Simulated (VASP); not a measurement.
# C (R-3m) in VASP: notebook

C is run at these levels: PBEsol; tasks: single point.

All numbers are computed with VASP 6.6.1; they aren't measurements. Logs are shortened: lines on timing, memory, paths and dates and some standing lists are left out, and cuts for length are marked.

## (1) The cell of the first run

The structure is trigonal, space group R-3m (No. 166). Conventional cell: a = 2.507 Å, b = 2.507 Å, c = 30.949 Å, α = 90.00°, β = 90.00°, γ = 120.00°. Within 2.0 Å of C (site symmetry 3m) lie 4 C at 1.54 Å. C (site symmetry 3m) has 4 C at 1.54 Å within 2.0 Å. Within 2.0 Å of C (site symmetry 3m) lie 4 C at 1.54 Å. C (site symmetry 3m) has 4 C at 1.54 to 1.56 Å within 2.0 Å. C (site symmetry 3m) has 4 C at 1.54 to 1.56 Å within 2.0 Å.

## (2) Single point, PBEsol

Input file INCAR:

```
ALGO = Normal
EDIFF = 1E-6
ENCUT = 520
GGA = PS
ISIF = 2
ISMEAR = 0
LASPH = True
LCHARG = False
LREAL = False
LWAVE = False
NBANDS = 31
NELM = 100
PREC = Accurate
SIGMA = 0.05
```

Input file KPOINTS:

```
k-points
0
Gamma
  12 12 12
```

Input file POSCAR:

```
C
1.0
    1.2533969503      0.7236490667     10.3162177860
   -1.2533969503      0.7236490667     10.3162177860
    0.0000000000     -1.4472981334     10.3162177860
C
10
Direct
    0.0248220069      0.0248220069      0.0248220069
    0.9751779931      0.9751779931      0.9751779931
    0.1086877374      0.1086877374      0.1086877374
    0.8913122626      0.8913122626      0.8913122626
    0.1583652898      0.1583652898      0.1583652898
    0.8416347102      0.8416347102      0.8416347102
    0.3748635523      0.3748635523      0.3748635523
    0.6251364477      0.6251364477      0.6251364477
    0.4253181912      0.4253181912      0.4253181912
    0.5746818088      0.5746818088      0.5746818088
```

Potentials or basis: VASP PAW PBE potentials, release 64 (C).

Run with:

```
$ cat potpaw_PBE.64/C/POTCAR > POTCAR
$ mpirun -np 1 vasp_std > vasp.out
```

OUTCAR:

```text
EDIFF = 1E-6
   ENCUT = 520
   GGA = PS
   ISIF = 2
   ISMEAR = 0
   LASPH = True
   LREAL = False
   NELM = 100
   PREC = Accurate

 ion  position               nearest neighbor table
   1  0.025  0.025  0.025-   2 1.54   7 1.54   7 1.54   7 1.54
   2  0.975  0.975  0.975-   1 1.54   8 1.54   8 1.54   8 1.54
   3  0.109  0.109  0.109-   9 1.54   9 1.54   9 1.54   5 1.54
   4  0.891  0.891  0.891-  10 1.54  10 1.54  10 1.54   6 1.54
   5  0.158  0.158  0.158-   6 1.54   6 1.54   6 1.54   3 1.54
   6  0.842  0.842  0.842-   5 1.54   5 1.54   5 1.54   4 1.54
   7  0.375  0.375  0.375-   1 1.54   1 1.54   1 1.54   9 1.56
   8  0.625  0.625  0.625-   2 1.54   2 1.54   2 1.54  10 1.56
   9  0.425  0.425  0.425-   3 1.54   3 1.54   3 1.54   7 1.56
  10  0.575  0.575  0.575-   4 1.54   4 1.54   4 1.54   8 1.56

  LATTYP: Found a trigonal (rhomboedric) cell.
 ALAT       =    10.4172463394
 COS(alpha) =     0.9710464784

  Lattice vectors:

 A1 = (   1.2533969503,   0.7236490667,  10.3162177860)
 A2 = (  -1.2533969503,   0.7236490667,  10.3162177860)
 A3 = (   0.0000000000,  -1.4472981334,  10.3162177860)

Analysis of symmetry for initial positions (statically):
=====================================================================
 Subroutine PRICEL returns:
 Original cell was already a primitive cell.

 Routine SETGRP: Setting up the symmetry group for a
 trigonal (rhombohedral) supercell.

 Subroutine GETGRP returns: Found 12 space group operations
 (whereof 12 operations were pure point group operations)
 out of a pool of 12 trial point group operations.

The static configuration has the point symmetry D_3d.

Analysis of symmetry for dynamics (positions and initial velocities):
=====================================================================
 Subroutine PRICEL returns:
 Original cell was already a primitive cell.

 Routine SETGRP: Setting up the symmetry group for a
 trigonal (rhombohedral) supercell.

 Subroutine GETGRP returns: Found 12 space group operations
 (whereof 12 operations were pure point group operations)
 out of a pool of 12 trial point group operations.

The dynamic configuration has the point symmetry D_3d.

 Subroutine INISYM returns: Found 12 space group operations
 (whereof 12 operations are pure point group operations),
 and found     1 'primitive' translations

----------------------------------------------------------------------------------------

                                     Primitive cell

  volume of cell :      56.1421

  direct lattice vectors                    reciprocal lattice vectors
     1.253396950  0.723649067 10.316217786     0.398915922  0.230314215  0.032311584
    -1.253396950  0.723649067 10.316217786    -0.398915922  0.230314215  0.032311584
     0.000000000 -1.447298133 10.316217786     0.000000000 -0.460628430  0.032311584

  length of vectors
    10.417246339 10.417246339 10.417246339     0.461760315  0.461760315  0.461760315

  position of ions in fractional coordinates (direct lattice)
     0.024822007  0.024822007  0.024822007
     0.975177993  0.975177993  0.975177993
     0.108687737  0.108687737  0.108687737
     0.891312263  0.891312263  0.891312263
     0.158365290  0.158365290  0.158365290
     0.841634710  0.841634710  0.841634710
     0.374863552  0.374863552  0.374863552
     0.625136448  0.625136448  0.625136448
     0.425318191  0.425318191  0.425318191
     0.574681809  0.574681809  0.574681809

  ion indices of the primitive-cell ions
   primitive index   ion index
                 1           1
                 2           2
                 3           3
                 4           4
                 5           5
                 6           6
                 7           7
                 8           8
                 9           9
                10          10

----------------------------------------------------------------------------------------

 KPOINTS: k-points

Automatic generation of k-mesh.
 Grid dimensions read from file:
 generate k-points for:   12   12   12

 Generating k-lattice:

  Cartesian coordinates                     Fractional coordinates (reciprocal lattice)
     0.033242993  0.019192851  0.002692632     0.083333333  0.000000000  0.000000000
    -0.033242993  0.019192851  0.002692632     0.000000000  0.083333333  0.000000000
     0.000000000 -0.038385702  0.002692632     0.000000000  0.000000000  0.083333333

  Length of vectors
     0.038480026  0.038480026  0.038480026

  Shift w.r.t. Gamma in fractional coordinates (k-lattice)
     0.000000000  0.000000000  0.000000000

 Subroutine IBZKPT returns following result:
 ===========================================

 Found    189 irreducible k-points:

 Following reciprocal coordinates:
            Coordinates               Weight
  0.000000  0.000000  0.000000      1.000000
  0.083333 -0.000000 -0.000000      6.000000
  0.166667  0.000000 -0.000000      6.000000
  0.250000  0.000000 -0.000000      6.000000
  0.333333  0.000000 -0.000000      6.000000
  0.416667  0.000000  0.000000      6.000000
[... 16 lines left out ...]
  0.500000  0.166667 -0.000000     12.000000
 -0.416667  0.166667 -0.000000     12.000000
 [... further k-points ...]
   k-points           NKPTS =    189   k-points in BZ     NKDIM =    189   number of bands    NBANDS=     31
   number of dos      NEDOS =    301   number of ions     NIONS =     10
   total plane-waves  NPLWV = 512000
   dimension x,y,z NGX =    80 NGY =   80 NGZ =   80
   dimension x,y,z NGXF=   160 NGYF=  160 NGZF=  160
   ions per type =              10
   NGX,Y,Z   is equivalent  to a cutoff of  12.77, 12.77, 12.77 a.u.
   NGXF,Y,Z  is equivalent  to a cutoff of  25.53, 25.53, 25.53 a.u.
 SYSTEM =  unknown system
   PREC   = accura    normal or accurate (medium, high low for compatibility)
   ISTART =      0    job   : 0-new  1-cont  2-samecut
   ICHARG =      2    charge: 1-file 2-atom 10-const
   ISPIN  =      1    spin polarized calculation?
   LNONCOLLINEAR =      F non collinear calculations
   LSORBIT =      F    spin-orbit coupling
   LASPH  =      T    aspherical Exc in radial PAW
   ENCUT  =  520.0 eV  38.22 Ry    6.18 a.u.  19.37 19.37 19.37*2*pi/ulx,y,z
   NELM   =    100;   NELMIN=  2; NELMDL= -5     # of ELM steps
   EDIFF  = 0.1E-05   stopping-criterion for ELM
   LREAL  =      F    real-space projection
   EDIFFG = 0.1E-04   stopping-criterion for IOM
   NSW    =      0    number of steps for IOM
   IBRION =     -1    ionic relax: 0-MD 1-quasi-New 2-CG
   NFREE  =      0    steps in history (QN), initial steepest desc. (CG)
   ISIF   =      2    stress and relaxation
   ISYM   =      2    0-nonsym 1-usesym 2-fastsym
   POTIM  = 0.5000    time-step for ionic-motion
   TEBEG  =    0.0;   TEEND  =   0.0 temperature during run
   PSTRESS=    0.0 pullay stress
   NELECT =      40.0000    total number of electrons
   NUPDOWN=      -1.0000    fix difference up-down
   EMIN   =  10.00;   EMAX   =-10.00  energy-range for DOS
   EFERMI =   0.00;   METHOD = LEGACY
   ISMEAR =     0;   SIGMA  =   0.05  broadening in eV -4-tet -1-fermi 0-gaus
   EFERMI_NEDOS =   21; number of points for ismear=-14 and -15
   IALGO  =     38    algorithm
   IMIX   =      4    mixing-type and parameters
     AMIX     =   0.40;   BMIX     =  1.00
     AMIX_MAG =   1.60;   BMIX_MAG =  1.00
  volume/ion in A,a.u.               =       5.61        37.89
  Fermi-wavevector in a.u.,A,eV,Ry     =   1.462173  2.763106 29.088566  2.137949
  Thomas-Fermi vector in A             =   2.578418
   LORBIT       =      0    0 simple, 1 ext, 2 COOP (PROOUT), +10 PAW based schemes
   GGA     = PS    functional components
   LHFCALC =     F    Hartree Fock is set to
   AEXX    =    0.0000 exact exchange contribution
   IVDW    =     0    specifies the selected vdW correction
   LEPSILON=     F    determine dielectric tensor
   LRPA    =     F    only Hartree local field effects (RPA)
 non-spin polarized calculation
 Gauss-broadening in eV      SIGMA  =   0.05
  energy-cutoff  :      520.00
  volume of cell :       56.14
 maximum number of plane-waves:      1538
 NGX is ok and might be reduce to    80
   NGX = 39   NGY = 39   NGZ = 39

 number of electron      39.9999997 magnetization

 Free energy of the ion-electron system (eV)
  ---------------------------------------------------
  ext. energy  EPLUGINS =         0.00000000
  ---------------------------------------------------
  free energy    TOTEN  =       -96.18223517 eV

  energy without entropy =      -96.18223517  energy(sigma->0) =      -96.18223517

 E-fermi :  10.2058     XC(G=0): -13.4814

 val. band max:        9.9684821511   @ k =   0.0000   0.0000   0.0000
 cond. band min:      14.3470150597   @ k =  -0.3333  -0.3333   0.0833
 fundamental gap:      4.3785329086
 Fermi energy:        10.2058031238

 k-point     1 :       0.0000    0.0000    0.0000
  band No.  band energies     occupation
      1     -11.8138      2.00000
      2     -10.7471      2.00000
      3     -10.6749      2.00000
      4      -7.5489      2.00000
      5      -7.5286      2.00000
      6      -1.7576      2.00000
[... 23 lines left out ...]
     30      18.4927      0.00000
     31      18.5200      0.00000

 k-point     2 :       0.0833   -0.0000   -0.0000
  band No.  band energies     occupation
      1     -11.6396      2.00000
      2     -10.6091      2.00000
      3     -10.4681      2.00000
      4      -7.4849      2.00000
      5      -7.2657      2.00000
      6      -1.7569      2.00000
[... 23 lines left out ...]
     30      18.4485      0.00000
     31      18.9022      0.00000

 k-point     3 :       0.1667    0.0000   -0.0000
  band No.  band energies     occupation
      1     -11.1187      2.00000
      2     -10.1490      2.00000
      3      -9.8978      2.00000
      4      -7.1027      2.00000
      5      -6.6724      2.00000
      6      -1.4788      2.00000
[... 703 lines left out ...]
     30      20.4869      0.00000
     31      20.7227      0.00000

 k-point    24 :      -0.4167    0.1667   -0.0000
  band No.  band energies     occupation
      1      -5.7803      2.00000
      2      -5.4252      2.00000
      3      -5.0307      2.00000
      4      -4.1344      2.00000
      5      -3.9324      2.00000
      6      -3.0999      2.00000
[... 23 lines left out ...]
     30      20.5518      0.00000
     31      20.8210      0.00000

 [... further k-points ...]

------------------------ aborting loop because EDIFF is reached ----------------------------------------

  FORCE on cell =-STRESS in cart. coord.  units (eV):
  Direction    XX          YY          ZZ          XY          YZ          ZX
  --------------------------------------------------------------------------------------
  -------------------------------------------------------------------------------------
  Total        0.4006202      0.4006202      0.3861877     -0.0000000      0.0000000      0.0000000
  in kB       11.4328649     11.4328649     11.0209913     -0.0000000      0.0000000      0.0000000
  external PRESSURE =      11.2955737 kB  Pullay stress =       0.0000000 kB

 VOLUME and BASIS-vectors are now :
 -----------------------------------------------------------------------------
  energy-cutoff  :      520.00
  volume of cell :       56.14
      direct lattice vectors                 reciprocal lattice vectors
     1.253396950  0.723649067 10.316217786     0.398915922  0.230314215  0.032311584
    -1.253396950  0.723649067 10.316217786    -0.398915922  0.230314215  0.032311584
     0.000000000 -1.447298133 10.316217786     0.000000000 -0.460628430  0.032311584

 POSITION                                       TOTAL-FORCE (eV/Angst)
 -----------------------------------------------------------------------------------
      0.00000      0.00000      0.76821         0.000000      0.000000     -0.000754
      0.00000      0.00000     30.18045         0.000000      0.000000      0.000754
      0.00000      0.00000      3.36374         0.000000      0.000000      0.000733
      0.00000      0.00000     27.58491         0.000000      0.000000     -0.000733
      0.00000      0.00000      4.90119         0.000000      0.000000     -0.000613
      0.00000      0.00000     26.04746         0.000000      0.000000      0.000613
      0.00000      0.00000     11.60152         0.000000      0.000000      0.005230
      0.00000      0.00000     19.34713         0.000000     -0.000000     -0.005230
      0.00000      0.00000     13.16303         0.000000      0.000000     -0.005381
      0.00000      0.00000     17.78563         0.000000     -0.000000      0.005381
 -----------------------------------------------------------------------------------
    total drift:                                0.000000      0.000000     -0.000000

  FREE ENERGIE OF THE ION-ELECTRON SYSTEM (eV)
  ---------------------------------------------------
  free  energy   TOTEN  =       -96.1822351709 eV

  energy  without entropy=      -96.1822351709  energy(sigma->0) =      -96.18223517
```

Run time: 34 min. Hardware: 1 thread of Intel Xeon 6975P-C (Granite Rapids), shared host; peak memory 0.96 GiB.

Results:

```yaml
Free_energy: -96.1822 eV
Pressure: 1.1 GPa
Largest_force: 0.005 eV/Å
Band_gap_on_the_k_mesh: 4.38 eV (least direct gap 5.32 eV)
```

Forces on the atoms (eV/Å):
```
C    0.000  0.000 -0.001
C    0.000  0.000  0.001
C    0.000  0.000  0.001
C    0.000  0.000 -0.001
C    0.000  0.000 -0.001
C    0.000  0.000  0.001
C    0.000  0.000  0.005
C    0.000  0.000 -0.005
C    0.000  0.000 -0.005
C    0.000  0.000  0.005
```

Caveat: the PAW data sets were made with another functional, which shifts forces and pressure a little. A k mesh can miss the band edges.

[end of part 1 of 2]
